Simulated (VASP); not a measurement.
# Ti (P6_3/mmc) in VASP: notebook

Runs on Ti. Level: BLYP. Tasks: single point, relaxation of cell and atoms.

Program: VASP 6.6.1. These are calculated values, not measurements. Logs are shortened: lines on timing, memory, paths and dates and some standing lists are left out, and cuts for length are marked.

## 1. The cell of the first run

It takes space group P6_3/mmc (No. 194, hexagonal). Conventional cell: a = 2.966 Å, b = 2.966 Å, c = 4.672 Å, α = 90.00°, β = 90.00°, γ = 120.00°. Ti (site symmetry -6m2) has 12 Ti at 2.90 to 2.97 Å within 3.8 Å.

## 2. Single point, BLYP

Input file INCAR:

```
AGGAC    = 1.0          
AGGAX    = 1.0          
ALDAC    = 0.0          
ALDAX    = 1.0          
ALGO     = Normal         # electronic algorithm
EDIFF    = 1E-6           # SCF threshold, eV
ENCUT    = 520            # plane-wave cutoff, eV
GGA      = B5             # functional
ISIF     = 2              # what is computed and relaxed
ISMEAR   = -1             # smearing method
LASPH    = T              # aspherical terms in the spheres
LCHARG   = T              # write CHGCAR
LELF     = T              # ELF
LREAL    = F              # projectors in reciprocal space
LVHAR    = T            
LWAVE    = F              # write WAVECAR
NBANDS   = 19             # bands
NELM     = 80             # most SCF steps
PREC     = Accurate       # precision mode
SIGMA    = 0.05           # smearing width, eV
```

Input file KPOINTS:

```
k-points
0
Gamma
  10 10 6
```

Input file POSCAR:

```
Ti
1.0
    2.9657745849      0.0000000000      0.0000000000
   -1.4828872924      2.5684361324      0.0000000000
    0.0000000000      0.0000000000      4.6718374006
Ti
2
Direct
    0.6666666667      0.3333333333      0.7500000000
    0.3333333333      0.6666666667      0.2500000000
```

Potentials or basis: VASP PAW PBE potentials, release 64 (Ti_sv).

Launch:

```sh
$ cat potpaw_PBE.64/Ti_sv/POTCAR > POTCAR
$ mpirun -np 1 vasp_std > vasp.out
```

OUTCAR:

```text
EDIFF = 1E-6
   ENCUT = 520
   GGA = B5
   ISIF = 2
   ISMEAR = -1
   LASPH = T
   LREAL = F
   NELM = 80
   PREC = Accurate

 ion  position               nearest neighbor table
   1  0.667  0.333  0.750-   2 2.90   2 2.90   2 2.90   2 2.90   2 2.90   2 2.90
   2  0.333  0.667  0.250-   1 2.90   1 2.90   1 2.90   1 2.90   1 2.90   1 2.90

  LATTYP: Found a hexagonal cell.
 ALAT       =     2.9657745849
 C/A-ratio  =     1.5752503324

  Lattice vectors:

 A1 = (   2.9657745849,   0.0000000000,   0.0000000000)
 A2 = (  -1.4828872924,   2.5684361324,   0.0000000000)
 A3 = (   0.0000000000,   0.0000000000,   4.6718374006)

Analysis of symmetry for initial positions (statically):
=====================================================================
 Subroutine PRICEL returns:
 Original cell was already a primitive cell.

 Routine SETGRP: Setting up the symmetry group for a
 hexagonal supercell.

 Subroutine GETGRP returns: Found 24 space group operations
 (whereof 12 operations were pure point group operations)
 out of a pool of 24 trial point group operations.

The static configuration has the point symmetry D_3d.
 The point group associated with its full space group is D_6h.

Analysis of symmetry for dynamics (positions and initial velocities):
=====================================================================
 Subroutine PRICEL returns:
 Original cell was already a primitive cell.

 Routine SETGRP: Setting up the symmetry group for a
 hexagonal supercell.

 Subroutine GETGRP returns: Found 24 space group operations
 (whereof 12 operations were pure point group operations)
 out of a pool of 24 trial point group operations.

The dynamic configuration has the point symmetry D_3d.
 The point group associated with its full space group is D_6h.

 Subroutine INISYM returns: Found 24 space group operations
 (whereof 12 operations are pure point group operations),
 and found     1 'primitive' translations

----------------------------------------------------------------------------------------

                                     Primitive cell

  volume of cell :      35.5873

  direct lattice vectors                    reciprocal lattice vectors
     2.965774585  0.000000000  0.000000000     0.337180042  0.194670988  0.000000000
    -1.482887292  2.568436132  0.000000000     0.000000000  0.389341976  0.000000000
     0.000000000  0.000000000  4.671837401     0.000000000  0.000000000  0.214048545

  length of vectors
     2.965774585  2.965774585  4.671837401     0.389341976  0.389341976  0.214048545

  position of ions in fractional coordinates (direct lattice)
     0.666666667  0.333333333  0.750000000
     0.333333333  0.666666667  0.250000000

  ion indices of the primitive-cell ions
   primitive index   ion index
                 1           1
                 2           2

----------------------------------------------------------------------------------------

 KPOINTS: k-points

Automatic generation of k-mesh.
 Grid dimensions read from file:
 generate k-points for:   10   10    6

 Generating k-lattice:

  Cartesian coordinates                     Fractional coordinates (reciprocal lattice)
     0.033718004  0.019467099  0.000000000     0.100000000 -0.000000000  0.000000000
     0.000000000  0.038934198  0.000000000     0.000000000  0.100000000  0.000000000
     0.000000000  0.000000000  0.035674758     0.000000000  0.000000000  0.166666667

  Length of vectors
     0.038934198  0.038934198  0.035674758

  Shift w.r.t. Gamma in fractional coordinates (k-lattice)
     0.000000000  0.000000000  0.000000000

 Subroutine IBZKPT returns following result:
 ===========================================

 Found     56 irreducible k-points:

 Following reciprocal coordinates:
            Coordinates               Weight
  0.000000  0.000000  0.000000      1.000000
  0.100000  0.000000  0.000000      6.000000
  0.200000  0.000000  0.000000      6.000000
  0.300000  0.000000  0.000000      6.000000
  0.400000 -0.000000  0.000000      6.000000
  0.500000  0.000000  0.000000      3.000000
[... 16 lines left out ...]
  0.300000  0.100000  0.166667     24.000000
  0.400000  0.100000  0.166667     24.000000
 [... further k-points ...]
   k-points           NKPTS =     56   k-points in BZ     NKDIM =     56   number of bands    NBANDS=     19
   number of dos      NEDOS =    301   number of ions     NIONS =      2
   total plane-waves  NPLWV =  20736
   dimension x,y,z NGX =    24 NGY =   24 NGZ =   36
   dimension x,y,z NGXF=    48 NGYF=   48 NGZF=   72
   ions per type =               2
   NGX,Y,Z   is equivalent  to a cutoff of  13.45, 13.45, 12.81 a.u.
   NGXF,Y,Z  is equivalent  to a cutoff of  26.91, 26.91, 25.62 a.u.
 SYSTEM =  unknown system
   PREC   = accura    normal or accurate (medium, high low for compatibility)
   ISTART =      0    job   : 0-new  1-cont  2-samecut
   ICHARG =      2    charge: 1-file 2-atom 10-const
   ISPIN  =      1    spin polarized calculation?
   LNONCOLLINEAR =      F non collinear calculations
   LSORBIT =      F    spin-orbit coupling
   LASPH  =      T    aspherical Exc in radial PAW
   ENCUT  =  520.0 eV  38.22 Ry    6.18 a.u.   5.51  5.51  8.69*2*pi/ulx,y,z
   NELM   =     80;   NELMIN=  2; NELMDL= -5     # of ELM steps
   EDIFF  = 0.1E-05   stopping-criterion for ELM
   LREAL  =      F    real-space projection
   EDIFFG = 0.1E-04   stopping-criterion for IOM
   NSW    =      0    number of steps for IOM
   IBRION =     -1    ionic relax: 0-MD 1-quasi-New 2-CG
   NFREE  =      0    steps in history (QN), initial steepest desc. (CG)
   ISIF   =      2    stress and relaxation
   ISYM   =      2    0-nonsym 1-usesym 2-fastsym
   POTIM  = 0.5000    time-step for ionic-motion
   TEBEG  =    0.0;   TEEND  =   0.0 temperature during run
   PSTRESS=    0.0 pullay stress
   NELECT =      24.0000    total number of electrons
   NUPDOWN=      -1.0000    fix difference up-down
   EMIN   =  10.00;   EMAX   =-10.00  energy-range for DOS
   EFERMI =   0.00;   METHOD = LEGACY
   ISMEAR =    -1;   SIGMA  =   0.05  broadening in eV -4-tet -1-fermi 0-gaus
   EFERMI_NEDOS =   21; number of points for ismear=-14 and -15
   IALGO  =     38    algorithm
   IMIX   =      4    mixing-type and parameters
     AMIX     =   0.40;   BMIX     =  1.00
     AMIX_MAG =   1.60;   BMIX_MAG =  1.00
  volume/ion in A,a.u.               =      17.79       120.08
  Fermi-wavevector in a.u.,A,eV,Ry     =   1.435645  2.712975 28.042646  2.061076
  Thomas-Fermi vector in A             =   2.554921
   LORBIT       =      0    0 simple, 1 ext, 2 COOP (PROOUT), +10 PAW based schemes
   GGA     = B5    functional components
   LHFCALC =     F    Hartree Fock is set to
   AEXX    =    0.0000 exact exchange contribution
   IVDW    =     0    specifies the selected vdW correction
   LEPSILON=     F    determine dielectric tensor
   LRPA    =     F    only Hartree local field effects (RPA)
 non-spin polarized calculation
  energy-cutoff  :      520.00
  volume of cell :       35.59
 maximum number of plane-waves:       984
 NGX is ok and might be reduce to    24
   NGX = 11   NGY = 11   NGZ = 17

 number of electron      24.0000007 magnetization

 Free energy of the ion-electron system (eV)
  ---------------------------------------------------
  ext. energy  EPLUGINS =         0.00000000
  ---------------------------------------------------
  free energy    TOTEN  =       -13.54740452 eV

  energy without entropy =      -13.52715527  energy(sigma->0) =      -13.53727990

 E-fermi :   8.5236     XC(G=0): -10.8498

 val. band max:        8.5126902351   @ k =   0.3000   0.2000   0.5000
 cond. band min:       8.5481251735   @ k =   0.3000   0.3000   0.3333
 fundamental gap:      0.0354349384
 Fermi energy:         8.5235725525

 k-point     1 :       0.0000    0.0000    0.0000
  band No.  band energies     occupation
      1     -48.1411      2.00000
      2     -48.0116      2.00000
      3     -24.8781      2.00000
      4     -24.2761      2.00000
      5     -24.2761      2.00000
      6     -24.2122      2.00000
[... 11 lines left out ...]
     18      10.0207      0.00000
     19      11.5084      0.00000

 k-point     2 :       0.1000    0.0000    0.0000
  band No.  band energies     occupation
      1     -48.1321      2.00000
      2     -48.0083      2.00000
      3     -24.8579      2.00000
      4     -24.3165      2.00000
      5     -24.2898      2.00000
      6     -24.2212      2.00000
[... 11 lines left out ...]
     18       9.8926      0.00000
     19      11.5834      0.00000

 k-point     3 :       0.2000    0.0000    0.0000
  band No.  band energies     occupation
      1     -48.1080      2.00000
      2     -48.0003      2.00000
      3     -24.8013      2.00000
      4     -24.4232      2.00000
      5     -24.3282      2.00000
      6     -24.3240      2.00000
[... 11 lines left out ...]
     18      10.3323      0.00000
     19      11.7242      0.00000

 k-point     4 :       0.3000    0.0000    0.0000
  band No.  band energies     occupation
      1     -48.0759      2.00000
      2     -47.9924      2.00000
      3     -24.7204      2.00000
      4     -24.5567      2.00000
      5     -24.4550      2.00000
      6     -24.3644      2.00000
[... 11 lines left out ...]
     18      10.9669      0.00000
     19      11.8364      0.00000

 k-point     5 :       0.4000   -0.0000    0.0000
  band No.  band energies     occupation
      1     -48.0463      2.00000
      2     -47.9896      2.00000
      3     -24.6654      2.00000
      4     -24.6364      2.00000
      5     -24.5540      2.00000
      6     -24.3960      2.00000
[... 11 lines left out ...]
     18      11.7080      0.00000
     19      11.8982      0.00000
[... 334 lines left out ...]
      2     -48.0103      2.00000
      3     -24.7879      2.00000
      4     -24.3676      2.00000
      5     -24.3556      2.00000
      6     -24.3022      2.00000
[... 11 lines left out ...]
     18      10.3486      0.00000
     19      11.6333      0.00000

 k-point    22 :       0.2000    0.1000    0.1667
  band No.  band energies     occupation
      1     -48.0812      2.00000
      2     -48.0010      2.00000
      3     -24.7385      2.00000
      4     -24.4789      2.00000
      5     -24.4458      2.00000
      6     -24.3471      2.00000
[... 11 lines left out ...]
     18      10.8436      0.00000
     19      11.7096      0.00000

 k-point    23 :       0.3000    0.1000    0.1667
  band No.  band energies     occupation
      1     -48.0517      2.00000
      2     -47.9943      2.00000
      3     -24.7069      2.00000
      4     -24.5799      2.00000
      5     -24.5164      2.00000
      6     -24.3920      2.00000
[... 11 lines left out ...]
     18      11.3951      0.00000
     19      11.9038      0.00000

 k-point    24 :       0.4000    0.1000    0.1667
  band No.  band energies     occupation
      1     -48.0301      2.00000
      2     -47.9934      2.00000
      3     -24.7298      2.00000
      4     -24.6214      2.00000
      5     -24.5282      2.00000
      6     -24.4118      2.00000
[... 11 lines left out ...]
     18      11.7478      0.00000
     19      12.4761      0.00000

 [... further k-points ...]
[... 5 lines left out ...]
  --------------------------------------------------------------------------------------
  -------------------------------------------------------------------------------------
  Total       -0.0052939     -0.0052939     -0.0035755     -0.0000000     -0.0000000      0.0000000
  in kB       -0.2383391     -0.2383391     -0.1609712     -0.0000000     -0.0000000      0.0000000
  external PRESSURE =      -0.2125498 kB  Pullay stress =       0.0000000 kB

 VOLUME and BASIS-vectors are now :
 -----------------------------------------------------------------------------
  energy-cutoff  :      520.00
  volume of cell :       35.59
      direct lattice vectors                 reciprocal lattice vectors
     2.965774585  0.000000000  0.000000000     0.337180042  0.194670988  0.000000000
    -1.482887292  2.568436132  0.000000000     0.000000000  0.389341976  0.000000000
     0.000000000  0.000000000  4.671837401     0.000000000  0.000000000  0.214048545

 POSITION                                       TOTAL-FORCE (eV/Angst)
 -----------------------------------------------------------------------------------
      1.48289      0.85615      3.50388        -0.000000      0.000000      0.000000
     -0.00000      1.71229      1.16796         0.000000     -0.000000      0.000000
 -----------------------------------------------------------------------------------
    total drift:                               -0.000000      0.000000     -0.000000

  FREE ENERGIE OF THE ION-ELECTRON SYSTEM (eV)
  ---------------------------------------------------
  free  energy   TOTEN  =       -13.5474045248 eV

  energy  without entropy=      -13.5271552696  energy(sigma->0) =      -13.53727990
```

Run time: 66 s. Hardware: 1 thread of Intel Xeon 8259CL, shared host; peak memory 0.17 GiB.

What came out:

```
Free energy            : -13.5474 eV
Pressure               : 0.0 GPa
Band gap on the k mesh : zero (bands 12 and 13 overlap by 0.91 eV)
```

Levels at points of the mesh, in eV from the Fermi level:
```tsv
k point	band 9	band 10	band 11	band 12	band 13	band 14	band 15	band 16
(0.00, 0.00, 0.00)	-5.94	-2.58	0.70	0.70	0.84	0.97	1.18	1.18
(0.50, 0.00, 0.00)	-2.25	-2.06	-1.74	-0.53	0.41	0.63	1.14	3.13
(0.00, 0.00, 0.50)	-4.12	-4.12	0.09	0.09	0.60	0.60	0.60	0.60
(0.50, 0.00, 0.50)	-2.41	-2.41	-0.79	-0.79	1.39	1.39	1.62	1.62
```

Caveat: the PAW data sets were made with another functional, which shifts forces and pressure a little.

## 3. Relaxation of cell and atoms, BLYP

This run uses another cell than the first one, of 17.64 Å³/atom.

Input file INCAR:

```
PREC = Accurate
ENCUT = 600
EDIFF = 1E-7
ISMEAR = -1
SIGMA = 0.05
LREAL = False
LASPH = True
NELM = 100
ALGO = Normal
ISIF = 3
LWAVE = False
LCHARG = False
GGA = B5
ALDAX = 1.0
AGGAX = 1.0
AGGAC = 1.0
ALDAC = 0.0
IBRION = 2
NSW = 80
EDIFFG = -0.01
```

Input file KPOINTS:

```
Automatic mesh
0
Gamma
  10 10 6
```

Input file POSCAR:

```
Ti
1.0
    2.9500000000      0.0000000000      0.0000000000
   -1.4750000000      2.5547749412      0.0000000000
    0.0000000000      0.0000000000      4.6800000000
Ti
2
Direct
    0.6666666667      0.3333333333      0.7500000000
    0.3333333333      0.6666666667      0.2500000000
```

Potentials or basis: VASP PAW PBE potentials, release 64 (Ti_sv).

Launch:

```sh
$ cat potpaw_PBE.64/Ti_sv/POTCAR > POTCAR
$ mpirun -np 1 vasp_std > vasp.out
```

OUTCAR:

```text
PREC = Accurate
   ENCUT = 600
   EDIFF = 1E-7
   ISMEAR = -1
   LREAL = False
   LASPH = True
   NELM = 100
   ISIF = 3
   GGA = B5
   IBRION = 2
   NSW = 80
   EDIFFG = -0.01

 ion  position               nearest neighbor table
   1  0.667  0.333  0.750-   2 2.89   2 2.89   2 2.89   2 2.89   2 2.89   2 2.89
   2  0.333  0.667  0.250-   1 2.89   1 2.89   1 2.89   1 2.89   1 2.89   1 2.89

  LATTYP: Found a hexagonal cell.
 ALAT       =     2.9500000000
 C/A-ratio  =     1.5864406780

  Lattice vectors:

 A1 = (   2.9500000000,   0.0000000000,   0.0000000000)
 A2 = (  -1.4750000000,   2.5547749412,   0.0000000000)
 A3 = (   0.0000000000,   0.0000000000,   4.6800000000)

Analysis of symmetry for initial positions (statically):
[... 396 lines left out ...]
  ext. energy  EPLUGINS =         0.00000000
  ---------------------------------------------------
  free energy    TOTEN  =       -13.54660894 eV

  energy without entropy =      -13.52635918  energy(sigma->0) =      -13.53648406

 E-fermi :   8.5299     XC(G=0): -10.8528

 val. band max:        8.5192615854   @ k =   0.3000   0.2000   0.5000
 cond. band min:       8.5545453779   @ k =   0.3000   0.3000   0.3333
 fundamental gap:      0.0352837925
 Fermi energy:         8.5298584116

 k-point     1 :       0.0000    0.0000    0.0000
  band No.  band energies     occupation
      1     -48.1336      2.00000
      2     -48.0039      2.00000
      3     -24.8716      2.00000
      4     -24.2684      2.00000
      5     -24.2684      2.00000
      6     -24.2046      2.00000
[... 433 lines left out ...]
      3     -24.7231      2.00000
      4     -24.6147      2.00000
      5     -24.5211      2.00000
      6     -24.4044      2.00000
[... 8 lines left out ...]
     15       9.6505      0.00000
     16      11.4186      0.00000

 [... further k-points ...]
[... 5 lines left out ...]
  --------------------------------------------------------------------------------------
  -------------------------------------------------------------------------------------
  Total        0.0049644      0.0049644      0.0043682     -0.0000000      0.0000000      0.0000000
  in kB        0.2236417      0.2236417      0.1967828     -0.0000000      0.0000000      0.0000000
  external PRESSURE =       0.2146887 kB  Pullay stress =       0.0000000 kB
[... 17 lines left out ...]
  FREE ENERGIE OF THE ION-ELECTRON SYSTEM (eV)
  ---------------------------------------------------
  free  energy   TOTEN  =       -13.5466089412 eV

  energy  without entropy=      -13.5263591804  energy(sigma->0) =      -13.53648406

 reached required accuracy - stopping structural energy minimisation
```

It took 4.9 min on 1 thread of Intel Xeon 8259CL, shared host; peak memory 0.18 GiB.

Results:

```yaml
Free_energy: -13.5466 eV
Relaxed_volume: 17.78 Å³/atom
Relaxed_cell: a = 2.965 Å, b = 2.965 Å, c = 4.671 Å, α = 90.00°, β = 90.00°, γ = 120.00°
Space_group_after_relaxing_to_0.1_Å: P6_3/mmc (No. 194)
Energy_gained_by_relaxing: 0.6 meV/atom
Ionic_steps: 7
Pressure_after_relaxing: 0.0 GPa
Band_gap_on_the_k_mesh: zero (bands 12 and 13 overlap by 0.91 eV)
```

Step by step:
```
step  energy change (eV)  largest force (eV/Å)  pressure (GPa)  volume (Å³)
   1              0.0000                0.0000            0.89        35.27
   2             -0.0007                0.0000           -0.59        35.77
   3             -0.0010                0.0000           -0.08        35.60
   4             -0.0010                0.0000           -0.08        35.59
   5             -0.0010                0.0000           -0.05        35.59
   6             -0.0011                0.0000           -0.01        35.58
   7             -0.0012                0.0000            0.02        35.57
```

Final structure:
```yaml
crystal:
  lattice:
    - [2.96496, 0.00000, 0.00000]
    - [-1.48248, 2.56773, 0.00000]
    - [0.00000, 0.00000, 4.67150]
  atoms:
    - { symbol: Ti, position: [0.66667, 0.33333, 0.75000] }
    - { symbol: Ti, position: [0.33333, 0.66667, 0.25000] }
```

Caveat: the PAW data sets were made with another functional, which shifts forces and pressure a little.
